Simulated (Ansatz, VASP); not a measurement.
## One calculation of Re, two programs

```
CELL_PARAMETERS angstrom
0.05925 2.00462 2.00462
2.00462 0.05925 2.00462
2.00462 2.00462 0.05925
ATOMIC_POSITIONS crystal
Re 0.00000 0.00000 0.00000
```

Change from the starting cell: equal xy, yz and zx shear strains of +3 %, crystal datasets.

Alike in both runs: task electric field gradients; functional LDA; k mesh 14 × 14 × 14; occupations fermi-dirac, width 0.03 eV; no spin polarisation.

```csv
,VASP,Ansatz
version,VASP 6.6.1,Ansatz 0.2.0
potentials or method,"VASP PAW LDA potentials, release 64 (Re), cutoff 520 eV","all-electron PAW with datasets made for the crystal, scalar-relativistic"
```

|  | VASP | Ansatz | Ansatz less VASP |
| --- | --- | --- | --- |
| pressure (GPa) | -22.2 | -22.8 | -0.59 |
| traceless stress, the component that is largest in VASP (GPa) | -5.16 | -5.22 | -0.057 |
| size of Vzz on the site where it differs most (V/Å²) | 99.5 | 86.7 | -12.78 |

LDA's correlation is that of Perdew and Zunger in VASP and of Perdew and Wang (1992) in Ansatz. Ansatz ran all-electron here, and VASP with PAW potentials.

Neither program's run includes spin-orbit coupling.
